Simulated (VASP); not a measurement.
Runs of VASP 6.6.1 on HfRu3. Symmetry: Pm-3m, No. 221, cubic system. The conventional cell has a = 3.956 Å, b = 3.956 Å, c = 3.956 Å, α = 90.00°, β = 90.00°, γ = 90.00°. Within 3.7 Å of Hf (site symmetry m-3m) lie 12 Ru at 2.80 Å. Ru (site symmetry 4/mmm) has 4 Hf at 2.80 Å and 8 Ru at 2.80 Å within 3.7 Å. 

| level | potentials or basis | cutoff (eV) | gap on the mesh (eV) | pressure (GPa) |
| --- | --- | --- | --- | --- |
| PBEsol | VASP PAW PBE potentials, release 64 (Hf_pv, Ru_pv) | 500 | none | -10.1 |
| LDA | VASP PAW LDA potentials, release 64 (Hf_pv, Ru_pv) | 500 | none | -14.8 |
| revPBE | VASP PAW PBE potentials, release 64 (Hf_pv, Ru_pv) | 500 | none | (a) |
| r2SCAN | VASP PAW PBE potentials, release 64 (Hf_pv, Ru_pv) | 550 | none | -6.0 |
| RPBE | VASP PAW PBE potentials, release 64 (Hf_pv, Ru_pv) | 500 | none | (b) |

Alike in all rows: task single point; no spin polarisation; cell as given; k mesh 6 × 6 × 6; smearing fermi-dirac 0.1 eV.

Question: Fill in the values left out.

Answer: (a) 1.3; (b) 2.4.

Caveats: spin-orbit coupling is left out, which moves the levels of the heavy elements; the PAW data sets were made with another functional, which shifts forces and pressure a little (at least some runs); the cell stands under tension (at least some runs).

A k mesh can miss the band edges, and the runs leave out spin-orbit coupling on Hf, Ru.

A gap of «none» marks levels without a gap at the run's occupations.
